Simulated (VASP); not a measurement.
# Ge (Im-3m) in VASP: notebook

The runs below take Ge through single point, relaxation of cell and atoms, with LDA.

Everything below comes from runs of VASP 6.6.1. Logs are shortened: lines on timing, memory, paths and dates and some standing lists are left out, and cuts for length are marked.

## 1. The cell of the first run

The structure is cubic, space group Im-3m (No. 229). The conventional cell has a = 3.080 Å, b = 3.080 Å, c = 3.080 Å, α = 90.00°, β = 90.00°, γ = 90.00°. Within 3.5 Å of Ge (site symmetry m-3m) lie 14 Ge at 2.67 to 3.08 Å.

## 2. Single point, LDA

The input, INCAR:

```
ALGO = Normal
EDIFF = 1E-7
ENCUT = 520
ISIF = 2
ISMEAR = -1
LASPH = True
LCHARG = False
LREAL = False
LWAVE = False
NBANDS = 13
NELM = 60
PREC = Accurate
SIGMA = 0.05
```

The input, KPOINTS:

```
k-points
0
Gamma
  17 17 17
```

The input, POSCAR:

```
Ge
1.0
   -1.5399963805      1.5399963805      1.5399963805
    1.5399963805     -1.5399963805      1.5399963805
    1.5399963805      1.5399963805     -1.5399963805
Ge
1
Direct
    0.0000000000      0.0000000000      0.0000000000
```

Potentials or basis: VASP PAW LDA potentials, release 64 (Ge_d).

Started as:

```console
$ cat potpaw_LDA.64/Ge_d/POTCAR > POTCAR
$ mpirun -np 1 vasp_std > vasp.out
```

OUTCAR:

```text
EDIFF = 1E-7
   ENCUT = 520
   ISIF = 2
   ISMEAR = -1
   LASPH = True
   LREAL = False
   NELM = 60
   PREC = Accurate

 ion  position               nearest neighbor table
   1  0.000  0.000  0.000-

  LATTYP: Found a body centered cubic cell.
 ALAT       =     3.0799927610

  Lattice vectors:

 A1 = (  -1.5399963805,   1.5399963805,   1.5399963805)
 A2 = (   1.5399963805,  -1.5399963805,   1.5399963805)
 A3 = (   1.5399963805,   1.5399963805,  -1.5399963805)

Analysis of symmetry for initial positions (statically):
=====================================================================
 Subroutine PRICEL returns:
 Original cell was already a primitive cell.

 Routine SETGRP: Setting up the symmetry group for a
 body centered cubic supercell.

 Subroutine GETGRP returns: Found 48 space group operations
 (whereof 48 operations were pure point group operations)
 out of a pool of 48 trial point group operations.

The static configuration has the point symmetry O_h .

Analysis of symmetry for dynamics (positions and initial velocities):
=====================================================================
 Subroutine PRICEL returns:
 Original cell was already a primitive cell.

 Routine SETGRP: Setting up the symmetry group for a
 body centered cubic supercell.

 Subroutine GETGRP returns: Found 48 space group operations
 (whereof 48 operations were pure point group operations)
 out of a pool of 48 trial point group operations.

The dynamic configuration has the point symmetry O_h .

 Subroutine INISYM returns: Found 48 space group operations
 (whereof 48 operations are pure point group operations),
 and found     1 'primitive' translations

----------------------------------------------------------------------------------------

                                     Primitive cell

  volume of cell :      14.6090

  direct lattice vectors                    reciprocal lattice vectors
    -1.539996381  1.539996381  1.539996381     0.000000000  0.324676088  0.324676088
     1.539996381 -1.539996381  1.539996381     0.324676088  0.000000000  0.324676088
     1.539996381  1.539996381 -1.539996381     0.324676088  0.324676088  0.000000000

  length of vectors
     2.667351974  2.667351974  2.667351974     0.459161327  0.459161327  0.459161327

  position of ions in fractional coordinates (direct lattice)
     0.000000000  0.000000000  0.000000000

  ion indices of the primitive-cell ions
   primitive index   ion index
                 1           1

----------------------------------------------------------------------------------------

 KPOINTS: k-points

Automatic generation of k-mesh.
 Grid dimensions read from file:
 generate k-points for:   17   17   17

 Generating k-lattice:

  Cartesian coordinates                     Fractional coordinates (reciprocal lattice)
     0.000000000  0.019098593  0.019098593     0.058823529  0.000000000  0.000000000
     0.019098593  0.000000000  0.019098593     0.000000000  0.058823529  0.000000000
     0.019098593  0.019098593  0.000000000     0.000000000  0.000000000  0.058823529

  Length of vectors
     0.027009490  0.027009490  0.027009490

  Shift w.r.t. Gamma in fractional coordinates (k-lattice)
     0.000000000  0.000000000  0.000000000

 Subroutine IBZKPT returns following result:
 ===========================================

 Found    165 irreducible k-points:

 Following reciprocal coordinates:
            Coordinates               Weight
  0.000000  0.000000  0.000000      1.000000
  0.058824  0.000000  0.000000     12.000000
  0.117647  0.000000  0.000000     12.000000
  0.176471  0.000000  0.000000     12.000000
  0.235294  0.000000  0.000000     12.000000
  0.294118  0.000000  0.000000     12.000000
[... 16 lines left out ...]
  0.411765  0.117647  0.000000     48.000000
  0.176471  0.176471  0.000000     24.000000
 [... further k-points ...]
   k-points           NKPTS =    165   k-points in BZ     NKDIM =    165   number of bands    NBANDS=     13
   number of dos      NEDOS =    301   number of ions     NIONS =      1
   total plane-waves  NPLWV =   8000
   dimension x,y,z NGX =    20 NGY =   20 NGZ =   20
   dimension x,y,z NGXF=    40 NGYF=   40 NGZF=   40
   ions per type =               1
   NGX,Y,Z   is equivalent  to a cutoff of  12.47, 12.47, 12.47 a.u.
   NGXF,Y,Z  is equivalent  to a cutoff of  24.93, 24.93, 24.93 a.u.
 SYSTEM =  unknown system
   PREC   = accura    normal or accurate (medium, high low for compatibility)
   ISTART =      0    job   : 0-new  1-cont  2-samecut
   ICHARG =      2    charge: 1-file 2-atom 10-const
   ISPIN  =      1    spin polarized calculation?
   LNONCOLLINEAR =      F non collinear calculations
   LSORBIT =      F    spin-orbit coupling
   LASPH  =      T    aspherical Exc in radial PAW
   ENCUT  =  520.0 eV  38.22 Ry    6.18 a.u.   4.96  4.96  4.96*2*pi/ulx,y,z
   NELM   =     60;   NELMIN=  2; NELMDL= -5     # of ELM steps
   EDIFF  = 0.1E-06   stopping-criterion for ELM
   LREAL  =      F    real-space projection
   EDIFFG = 0.1E-05   stopping-criterion for IOM
   NSW    =      0    number of steps for IOM
   IBRION =     -1    ionic relax: 0-MD 1-quasi-New 2-CG
   NFREE  =      0    steps in history (QN), initial steepest desc. (CG)
   ISIF   =      2    stress and relaxation
   ISYM   =      2    0-nonsym 1-usesym 2-fastsym
   POTIM  = 0.5000    time-step for ionic-motion
   TEBEG  =    0.0;   TEEND  =   0.0 temperature during run
   PSTRESS=    0.0 pullay stress
   NELECT =      14.0000    total number of electrons
   NUPDOWN=      -1.0000    fix difference up-down
   EMIN   =  10.00;   EMAX   =-10.00  energy-range for DOS
   EFERMI =   0.00;   METHOD = LEGACY
   ISMEAR =    -1;   SIGMA  =   0.05  broadening in eV -4-tet -1-fermi 0-gaus
   EFERMI_NEDOS =   21; number of points for ismear=-14 and -15
   IALGO  =     38    algorithm
   IMIX   =      4    mixing-type and parameters
     AMIX     =   0.40;   BMIX     =  1.00
     AMIX_MAG =   1.60;   BMIX_MAG =  1.00
  volume/ion in A,a.u.               =      14.61        98.59
  Fermi-wavevector in a.u.,A,eV,Ry     =   1.614028  3.050071 35.444365  2.605087
  Thomas-Fermi vector in A             =   2.709003
   LORBIT       =      0    0 simple, 1 ext, 2 COOP (PROOUT), +10 PAW based schemes
   GGA     = CA    functional components
   LHFCALC =     F    Hartree Fock is set to
   AEXX    =    0.0000 exact exchange contribution
   IVDW    =     0    specifies the selected vdW correction
   LEPSILON=     F    determine dielectric tensor
   LRPA    =     F    only Hartree local field effects (RPA)
 non-spin polarized calculation
  energy-cutoff  :      520.00
  volume of cell :       14.61
 maximum number of plane-waves:       410
   NGX =  9   NGY =  9   NGZ =  9

 number of electron      14.0000017 magnetization

 Free energy of the ion-electron system (eV)
  ---------------------------------------------------
  ext. energy  EPLUGINS =         0.00000000
  ---------------------------------------------------
  free energy    TOTEN  =        -4.67560636 eV

  energy without entropy =       -4.67377687  energy(sigma->0) =       -4.67469161

 E-fermi :   9.5554     XC(G=0): -12.9417

 val. band max:        9.4691095734   @ k =  -0.2941   0.3529   0.1176
 cond. band min:       9.6139873580   @ k =  -0.4706   0.4706   0.3529
 fundamental gap:      0.1448777845
 Fermi energy:         9.5553705061

 k-point     1 :       0.0000    0.0000    0.0000
  band No.  band energies     occupation
      1     -15.4167      2.00000
      2     -15.4167      2.00000
      3     -15.4167      2.00000
      4     -15.2391      2.00000
      5     -15.2391      2.00000
      6      -5.9677      2.00000
      7      21.6066      0.00000
      8      21.6066      0.00000
      9      21.6066      0.00000
     10      26.7921      0.00000
     11      26.7921      0.00000
     12      26.7921      0.00000
     13      28.1128      0.00000

 k-point     2 :       0.0588    0.0000    0.0000
  band No.  band energies     occupation
      1     -15.4191      2.00000
      2     -15.4142      2.00000
      3     -15.4073      2.00000
      4     -15.2416      2.00000
      5     -15.2392      2.00000
      6      -5.8566      2.00000
      7      20.5866      0.00000
      8      21.0416      0.00000
      9      21.4377      0.00000
     10      25.7326      0.00000
     11      25.7803      0.00000
     12      27.4624      0.00000
     13      27.5496      0.00000

 k-point     3 :       0.1176    0.0000    0.0000
  band No.  band energies     occupation
      1     -15.4258      2.00000
      2     -15.4079      2.00000
      3     -15.3803      2.00000
      4     -15.2483      2.00000
      5     -15.2395      2.00000
      6      -5.5226      2.00000
      7      18.2409      0.00000
      8      19.8805      0.00000
      9      20.9558      0.00000
     10      24.4058      0.00000
     11      24.5032      0.00000
     12      27.0429      0.00000
     13      28.4680      0.00000
[... 305 lines left out ...]
 k-point    23 :       0.4118    0.1176    0.0000
  band No.  band energies     occupation
      1     -15.4718      2.00000
      2     -15.4119      2.00000
      3     -15.2514      2.00000
      4     -15.2490      2.00000
      5     -15.1506      2.00000
      6       1.4346      2.00000
      7       3.6084      2.00000
      8      12.6207      0.00000
      9      16.2635      0.00000
     10      21.7614      0.00000
     11      24.6762      0.00000
     12      30.3156      0.00000
     13      32.0971      0.00000

 k-point    24 :       0.1765    0.1765    0.0000
  band No.  band energies     occupation
      1     -15.4434      2.00000
      2     -15.3961      2.00000
      3     -15.2706      2.00000
      4     -15.2552      2.00000
      5     -15.2321      2.00000
      6      -2.9464      2.00000
      7      11.4326      0.00000
      8      12.8540      0.00000
      9      17.3977      0.00000
     10      23.7996      0.00000
     11      24.4654      0.00000
     12      28.7256      0.00000
     13      30.9947      0.00000

 [... further k-points ...]

------------------------ aborting loop because EDIFF is reached ----------------------------------------

  FORCE on cell =-STRESS in cart. coord.  units (eV):
  Direction    XX          YY          ZZ          XY          YZ          ZX
  --------------------------------------------------------------------------------------
  -------------------------------------------------------------------------------------
  Total        2.3002395      2.3002395      2.3002395      0.0000000      0.0000000     -0.0000000
  in kB      252.2693828    252.2693828    252.2693828      0.0000000      0.0000000     -0.0000000
  external PRESSURE =     252.2693828 kB  Pullay stress =       0.0000000 kB

 VOLUME and BASIS-vectors are now :
 -----------------------------------------------------------------------------
  energy-cutoff  :      520.00
  volume of cell :       14.61
      direct lattice vectors                 reciprocal lattice vectors
    -1.539996381  1.539996381  1.539996381     0.000000000  0.324676088  0.324676088
     1.539996381 -1.539996381  1.539996381     0.324676088  0.000000000  0.324676088
     1.539996381  1.539996381 -1.539996381     0.324676088  0.324676088  0.000000000

 POSITION                                       TOTAL-FORCE (eV/Angst)
 -----------------------------------------------------------------------------------
      0.00000      0.00000      0.00000        -0.000000      0.000000      0.000000
 -----------------------------------------------------------------------------------
    total drift:                                0.000000     -0.000000      0.000000

  FREE ENERGIE OF THE ION-ELECTRON SYSTEM (eV)
  ---------------------------------------------------
  free  energy   TOTEN  =        -4.6756063610 eV

  energy  without entropy=       -4.6737768660  energy(sigma->0) =       -4.67469161
```

Run time: 12 s. Hardware: 1 thread of Intel Xeon Platinum 8375C at 2.90GHz (Ice Lake), shared host; peak memory 0.14 GiB.

What came out:

```yaml
Free_energy: -4.6756 eV
Pressure: 25.2 GPa
Band_gap_on_the_k_mesh: zero (band 7 reaches 21.61 eV, above the bottom of band 8 at 5.56 eV)
```

## 3. Single point, LDA

The input, INCAR:

```
PREC = Accurate
ENCUT = 520
EDIFF = 1E-7
ISMEAR = -1
SIGMA = 0.05
LREAL = False
LASPH = True
NELM = 60
ALGO = Normal
ISIF = 2
LWAVE = False
LCHARG = False
NBANDS = 13
```

The input, KPOINTS:

```
Automatic mesh
0
Gamma
  17 17 17
```

The input, POSCAR:

```
Ge
1.0
   -1.5401925824      1.5401925824      1.5401925824
    1.5401925824     -1.5401925824      1.5401925824
    1.5401925824      1.5401925824     -1.5401925824
Ge
1
Direct
    0.0000000000      0.0000000000      0.0000000000
```

Potentials or basis: VASP PAW LDA potentials, release 64 (Ge_d).

Started as:

```console
$ cat potpaw_LDA.64/Ge_d/POTCAR > POTCAR
$ mpirun -np 1 vasp_std > vasp.out
```

Run time: 12 s. Hardware: 1 thread of Intel Xeon Platinum 8375C at 2.90GHz (Ice Lake), shared host; peak memory 0.14 GiB.

Results (log left out):

* Free energy: -4.6765 eV
* Pressure: 25.2 GPa
* Band gap on the k mesh: zero (band 7 reaches 21.60 eV, above the bottom of band 8 at 5.56 eV)

Levels at points of the mesh, in eV from the Fermi level:
```csv
k point,band 5,band 6,band 7,band 8,band 9,band 10
"(0.00, 0.00, 0.00)",-24.79,-15.52,12.05,12.05,12.05,17.23
```

[end of part 1 of 2]
